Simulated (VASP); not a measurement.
# FeO (R-3m) in VASP: a series of runs

FeO is run at these levels: LDA, PBEsol; tasks: single point.

Everything below comes from runs of VASP 6.6.1. Logs are shortened: lines on timing, memory, paths and dates and some standing lists are left out, and cuts for length are marked.

## 1. The cell of the first run

It takes space group R-3m (No. 166, trigonal). The conventional cell has a = 3.078 Å, b = 3.078 Å, c = 7.658 Å, α = 90.00°, β = 90.00°, γ = 120.00°. Within 2.9 Å of Fe (site symmetry -3m) lie 6 O at 2.19 Å. Within 2.9 Å of O (site symmetry -3m) lie 6 Fe at 2.19 Å.

## 2. Single point, LDA, collinear spin, ferromagnetic start (10.47 Å³/atom)

File INCAR:

```
PREC = Accurate ; ENCUT = 520
EDIFF = 1E-6 ; ISMEAR = -1
SIGMA = 0.05 ; LREAL = F
LASPH = T ; NELM = 150
ALGO = Normal ; ISIF = 2
LWAVE = F ; LCHARG = F
ISPIN = 2 ; MAGMOM = 3 0
LORBIT = 11 ; LMAXMIX = 4
NBANDS = 18
```

File KPOINTS:

```
Automatic mesh
0
Gamma
  11 11 11
```

File POSCAR:

```
FeO
1.0
    1.5388076799      0.8884310282      2.5527334195
   -1.5388076799      0.8884310282      2.5527334195
    0.0000000000     -1.7768620564      2.5527334195
Fe O
1 1
Direct
    0.0000000000      0.0000000000      0.0000000000
    0.5000000000      0.5000000000      0.5000000000
```

Potentials or basis: VASP PAW LDA potentials, release 64 (Fe, O).

Command:

```
cat potpaw_LDA.64/Fe/POTCAR potpaw_LDA.64/O/POTCAR > POTCAR
mpirun -np 1 vasp_std > vasp.out
```

OUTCAR:

```text
PREC = Accurate
   ENCUT = 520
   EDIFF = 1E-6
   ISMEAR = -1
   LREAL = F
   LASPH = T
   NELM = 150
   ISIF = 2
   ISPIN = 2
   LORBIT = 11

 ion  position               nearest neighbor table
   1  0.000  0.000  0.000-   2 2.19   2 2.19   2 2.19   2 2.19   2 2.19   2 2.19
   2  0.500  0.500  0.500-   1 2.19   1 2.19   1 2.19   1 2.19   1 2.19   1 2.19

  LATTYP: Found a trigonal (rhomboedric) cell.
 ALAT       =     3.1102550826
 COS(alpha) =     0.5104391626

  Lattice vectors:

 A1 = (   1.5388076799,   0.8884310282,   2.5527334195)
 A2 = (  -1.5388076799,   0.8884310282,   2.5527334195)
 A3 = (   0.0000000000,  -1.7768620564,   2.5527334195)

Analysis of symmetry for initial positions (statically):
=====================================================================
 Subroutine PRICEL returns:
 Original cell was already a primitive cell.

 Routine SETGRP: Setting up the symmetry group for a
 trigonal (rhombohedral) supercell.

 Subroutine GETGRP returns: Found 12 space group operations
 (whereof 12 operations were pure point group operations)
 out of a pool of 12 trial point group operations.

The static configuration has the point symmetry D_3d.

Analysis of symmetry for dynamics (positions and initial velocities):
=====================================================================
 Subroutine PRICEL returns:
 Original cell was already a primitive cell.

 Routine SETGRP: Setting up the symmetry group for a
 trigonal (rhombohedral) supercell.

 Subroutine GETGRP returns: Found 12 space group operations
 (whereof 12 operations were pure point group operations)
 out of a pool of 12 trial point group operations.

The dynamic configuration has the point symmetry D_3d.

Analysis of structural, dynamic, and magnetic symmetry:
=====================================================================
 Subroutine PRICEL returns:
 Original cell was already a primitive cell.

 Routine SETGRP: Setting up the symmetry group for a
 trigonal (rhombohedral) supercell.

 Subroutine GETGRP returns: Found 12 space group operations
 (whereof 12 operations were pure point group operations)
 out of a pool of 12 trial point group operations.

The overall configuration has the point symmetry D_3d.

 Subroutine INISYM returns: Found 12 space group operations
 (whereof 12 operations are pure point group operations),
 and found     1 'primitive' translations

----------------------------------------------------------------------------------------

                                     Primitive cell

  volume of cell :      20.9394

  direct lattice vectors                    reciprocal lattice vectors
     1.538807680  0.888431028  2.552733419     0.324926894  0.187596630  0.130578983
    -1.538807680  0.888431028  2.552733419    -0.324926894  0.187596630  0.130578983
     0.000000000 -1.776862056  2.552733419     0.000000000 -0.375193260  0.130578983

  length of vectors
     3.110255083  3.110255083  3.110255083     0.397266727  0.397266727  0.397266727

  position of ions in fractional coordinates (direct lattice)
     0.000000000  0.000000000  0.000000000
     0.500000000  0.500000000  0.500000000

  ion indices of the primitive-cell ions
   primitive index   ion index
                 1           1
                 2           2

----------------------------------------------------------------------------------------

 KPOINTS: Automatic mesh

Automatic generation of k-mesh.
 Grid dimensions read from file:
 generate k-points for:   11   11   11

 Generating k-lattice:

  Cartesian coordinates                     Fractional coordinates (reciprocal lattice)
     0.029538809  0.017054239  0.011870817     0.090909091 -0.000000000  0.000000000
    -0.029538809  0.017054239  0.011870817    -0.000000000  0.090909091  0.000000000
     0.000000000 -0.034108478  0.011870817     0.000000000  0.000000000  0.090909091

  Length of vectors
     0.036115157  0.036115157  0.036115157

  Shift w.r.t. Gamma in fractional coordinates (k-lattice)
     0.000000000  0.000000000  0.000000000

 Subroutine IBZKPT returns following result:
 ===========================================

 Found    146 irreducible k-points:

 Following reciprocal coordinates:
            Coordinates               Weight
  0.000000  0.000000  0.000000      1.000000
  0.090909  0.000000 -0.000000      6.000000
  0.181818  0.000000 -0.000000      6.000000
  0.272727  0.000000  0.000000      6.000000
  0.363636  0.000000 -0.000000      6.000000
  0.454545  0.000000  0.000000      6.000000
[... 16 lines left out ...]
 -0.272727  0.181818 -0.000000     12.000000
 -0.181818  0.181818  0.000000      6.000000
 [... further k-points ...]
   k-points           NKPTS =    146   k-points in BZ     NKDIM =    146   number of bands    NBANDS=     18
   number of dos      NEDOS =    301   number of ions     NIONS =      2
   total plane-waves  NPLWV =  13824
   dimension x,y,z NGX =    24 NGY =   24 NGZ =   24
   dimension x,y,z NGXF=    48 NGYF=   48 NGZF=   48
   ions per type =               1   1
   NGX,Y,Z   is equivalent  to a cutoff of  12.83, 12.83, 12.83 a.u.
   NGXF,Y,Z  is equivalent  to a cutoff of  25.66, 25.66, 25.66 a.u.
 SYSTEM =  unknown system
   PREC   = accura    normal or accurate (medium, high low for compatibility)
   ISTART =      0    job   : 0-new  1-cont  2-samecut
   ICHARG =      2    charge: 1-file 2-atom 10-const
   ISPIN  =      2    spin polarized calculation?
   LNONCOLLINEAR =      F non collinear calculations
   LSORBIT =      F    spin-orbit coupling
   LASPH  =      T    aspherical Exc in radial PAW
   ENCUT  =  520.0 eV  38.22 Ry    6.18 a.u.   5.78  5.78  5.78*2*pi/ulx,y,z
   NELM   =    150;   NELMIN=  2; NELMDL= -5     # of ELM steps
   EDIFF  = 0.1E-05   stopping-criterion for ELM
   LREAL  =      F    real-space projection
   EDIFFG = 0.1E-04   stopping-criterion for IOM
   NSW    =      0    number of steps for IOM
   IBRION =     -1    ionic relax: 0-MD 1-quasi-New 2-CG
   NFREE  =      0    steps in history (QN), initial steepest desc. (CG)
   ISIF   =      2    stress and relaxation
   ISYM   =      2    0-nonsym 1-usesym 2-fastsym
   POTIM  = 0.5000    time-step for ionic-motion
   TEBEG  =    0.0;   TEEND  =   0.0 temperature during run
   PSTRESS=    0.0 pullay stress
   NELECT =      14.0000    total number of electrons
   NUPDOWN=      -1.0000    fix difference up-down
   EMIN   =  10.00;   EMAX   =-10.00  energy-range for DOS
   EFERMI =   0.00;   METHOD = LEGACY
   ISMEAR =    -1;   SIGMA  =   0.05  broadening in eV -4-tet -1-fermi 0-gaus
   EFERMI_NEDOS =   21; number of points for ismear=-14 and -15
   IALGO  =     38    algorithm
   IMIX   =      4    mixing-type and parameters
     AMIX     =   0.40;   BMIX     =  1.00
     AMIX_MAG =   1.60;   BMIX_MAG =  1.00
  volume/ion in A,a.u.               =      10.47        70.65
  Fermi-wavevector in a.u.,A,eV,Ry     =   1.431515  2.705171 27.881539  2.049235
  Thomas-Fermi vector in A             =   2.551243
   LORBIT       =     11    0 simple, 1 ext, 2 COOP (PROOUT), +10 PAW based schemes
   GGA     = CA    functional components
   LHFCALC =     F    Hartree Fock is set to
   AEXX    =    0.0000 exact exchange contribution
   IVDW    =     0    specifies the selected vdW correction
   LEPSILON=     F    determine dielectric tensor
   LRPA    =     F    only Hartree local field effects (RPA)
 spin polarized calculation
  energy-cutoff  :      520.00
  volume of cell :       20.94
 maximum number of plane-waves:       575
   NGX = 11   NGY = 11   NGZ = 11

 number of electron      14.0000001 magnetization       3.9991441

 Free energy of the ion-electron system (eV)
  ---------------------------------------------------
  ext. energy  EPLUGINS =         0.00000000
  ---------------------------------------------------
  free energy    TOTEN  =       -16.30193032 eV

  energy without entropy =      -16.28872346  energy(sigma->0) =      -16.29532689

 E-fermi :   5.3348     XC(G=0): -12.3817

 val. band max:        5.3335759287   @ k =   0.3636   0.1818   0.1818
 cond. band min:       5.3356972149   @ k =   0.0000   0.0000   0.0000
 fundamental gap:      0.0021212862
 Fermi energy:         5.3347874938

 spin component 1

 k-point     1 :       0.0000    0.0000    0.0000
  band No.  band energies     occupation
      1     -14.6691      1.00000
      2       1.6934      1.00000
      3       1.7256      1.00000
      4       1.7853      1.00000
      5       1.7853      1.00000
      6       1.7919      1.00000
[... 10 lines left out ...]
     17      25.2197      0.00000
     18      28.4688      0.00000
[... 463 lines left out ...]
 k-point    24 :      -0.1818    0.1818    0.0000
  band No.  band energies     occupation
      1     -13.9872      1.00000
      2      -1.5543      1.00000
      3      -0.5008      1.00000
      4      -0.0021      1.00000
      5       2.0867      1.00000
      6       2.3961      1.00000
[... 10 lines left out ...]
     17      31.2272      0.00000
     18      32.9838      0.00000

 [... further k-points ...]

 spin component 2

 k-point     1 :       0.0000    0.0000    0.0000
  band No.  band energies     occupation
      1     -14.1105      1.00000
      2       2.2848      1.00000
      3       2.3849      1.00000
      4       2.3849      1.00000
      5       4.5981      1.00000
      6       4.6792      1.00000
[... 10 lines left out ...]
     17      26.4902      0.00000
     18      29.5825      0.00000
[... 463 lines left out ...]
 k-point    24 :      -0.1818    0.1818    0.0000
  band No.  band energies     occupation
      1     -13.4205      1.00000
      2      -0.6996      1.00000
      3       0.8684      1.00000
      4       1.0139      1.00000
      5       5.0849      0.99329
      6       5.3132      0.60629
[... 10 lines left out ...]
     17      32.0590      0.00000
     18      33.7335      0.00000

 [... further k-points ...]

------------------------ aborting loop because EDIFF is reached ----------------------------------------

  FORCE on cell =-STRESS in cart. coord.  units (eV):
  Direction    XX          YY          ZZ          XY          YZ          ZX
  --------------------------------------------------------------------------------------
  -------------------------------------------------------------------------------------
  Total       -2.7906187     -2.7906187     -2.9496943      0.0000000      0.0000000      0.0000000
  in kB     -213.5238047   -213.5238047   -225.6954570      0.0000000      0.0000000      0.0000000
  external PRESSURE =    -217.5810221 kB  Pullay stress =       0.0000000 kB

 VOLUME and BASIS-vectors are now :
 -----------------------------------------------------------------------------
  energy-cutoff  :      520.00
  volume of cell :       20.94
      direct lattice vectors                 reciprocal lattice vectors
     1.538807680  0.888431028  2.552733419     0.324926894  0.187596630  0.130578983
    -1.538807680  0.888431028  2.552733419    -0.324926894  0.187596630  0.130578983
     0.000000000 -1.776862056  2.552733419     0.000000000 -0.375193260  0.130578983

 POSITION                                       TOTAL-FORCE (eV/Angst)
 -----------------------------------------------------------------------------------
      0.00000      0.00000      0.00000        -0.000000     -0.000000     -0.000000
      0.00000      0.00000      3.82910         0.000000      0.000000      0.000000
 -----------------------------------------------------------------------------------
    total drift:                               -0.000000      0.000000     -0.000000

  FREE ENERGIE OF THE ION-ELECTRON SYSTEM (eV)
  ---------------------------------------------------
  free  energy   TOTEN  =       -16.3019303159 eV

  energy  without entropy=      -16.2887234597  energy(sigma->0) =      -16.29532689

 total charge

# of ion       s       p       d       tot
------------------------------------------
    1        0.282   0.335   6.077   6.694
    2        1.544   3.385   0.000   4.929
--------------------------------------------------
tot          1.826   3.720   6.077  11.623

 magnetization (x)

# of ion       s       p       d       tot
------------------------------------------
    1        0.024   0.020   3.536   3.580
    2        0.029   0.282   0.000   0.310
--------------------------------------------------
tot          0.053   0.301   3.536   3.890
```

Run time: 57 s. Hardware: 1 thread of AMD EPYC 9R45 (Zen 5), shared host; peak memory 0.17 GiB.

Results:

| Property | Result |
| --- | --- |
| Free energy | -16.3019 eV |
| Pressure | -21.8 GPa |
| Band gap on the k mesh | zero (filled and empty bands overlap) |
| Net moment | 4.00 μB per cell |
| Site moments | Fe +3.58; O +0.31 μB |
| Valence electrons inside the program's atomic spheres | Fe 6.69; O 4.93 |

Caveat: the cell stands under tension; a cell with one magnetic atom can't hold antiferromagnetic order, which such compounds often take; semilocal functionals often make such compounds metallic where correlation or magnetic order opens a gap, which also shifts bond lengths. With open d or f shells a metallic result of LDA can be an artefact of self-interaction; +U or a hybrid may open a gap.

## 3. Single point, LDA, collinear spin, ferromagnetic start (10.67 Å³/atom)

This run uses another cell than the first one, of 10.67 Å³/atom.

File INCAR:

```
SYSTEM = FeO
PREC = Accurate
ENCUT = 520
EDIFF = 1E-6
ISMEAR = -1
SIGMA = 0.05
LREAL = .False.
LASPH = .True.
NELM = 150
ALGO = Normal
ISIF = 2
LWAVE = .False.
LCHARG = .False.
ISPIN = 2
MAGMOM = 3 0
LORBIT = 11
LMAXMIX = 4
GGA = CA
NBANDS = 18
```

File KPOINTS:

```
regular mesh
0
Gamma
  11 11 11
  0 0 0
```

File POSCAR:

```
FeO
1.0
    1.5486092669      0.8940899771      2.5689933065
   -1.5486092669      0.8940899771      2.5689933065
    0.0000000000     -1.7881799543      2.5689933065
Fe O
1 1
Direct
    0.0000000000      0.0000000000      0.0000000000
    0.5000000000      0.5000000000      0.5000000000
```

Potentials or basis: VASP PAW LDA potentials, release 64 (Fe, O).

Command:

```
cat potpaw_LDA.64/Fe/POTCAR potpaw_LDA.64/O/POTCAR > POTCAR
mpirun -np 1 vasp_std > vasp.out
```

Run time: 56 s. Hardware: 1 thread of AMD EPYC 9R45 (Zen 5), shared host; peak memory 0.17 GiB.

It converged, with:

```yaml
Free_energy: -16.2451 eV
Pressure: -24.1 GPa
Band_gap_on_the_k_mesh: zero (filled and empty bands overlap)
Net_moment: 4.00 μB per cell
Site_moments: Fe +3.58; O +0.31 μB
Valence_electrons_inside_the_program's_atomic_spheres: Fe 6.67; O 4.92
```

Stress tensor (GPa, compression positive):
```
-23.65   0.00   0.00
  0.00 -23.65   0.00
  0.00   0.00 -24.90
```

Levels at points of the mesh, in eV from the Fermi level:
Spin up:
| k point | band 7 | band 8 | band 9 | band 10 | band 11 | band 12 |
| --- | --- | --- | --- | --- | --- | --- |
| (0.00, 0.00, 0.00) | -3.48 | -3.33 | -3.33 | -0.10 | 15.18 | 16.23 |
Spin down:
| k point | band 1 | band 2 | band 3 | band 4 | band 5 | band 6 | band 7 | band 8 | band 9 | band 10 |
| --- | --- | --- | --- | --- | --- | --- | --- | --- | --- | --- |
| (0.00, 0.00, 0.00) | -19.30 | -2.99 | -2.89 | -2.89 | -0.71 | -0.63 | -0.63 | 0.00 | 0.00 | 0.66 |

Caveat: the cell stands under tension; a cell with one magnetic atom can't hold antiferromagnetic order, which such compounds often take; semilocal functionals often make such compounds metallic where correlation or magnetic order opens a gap, which also shifts bond lengths.

[end of part 1 of 2]
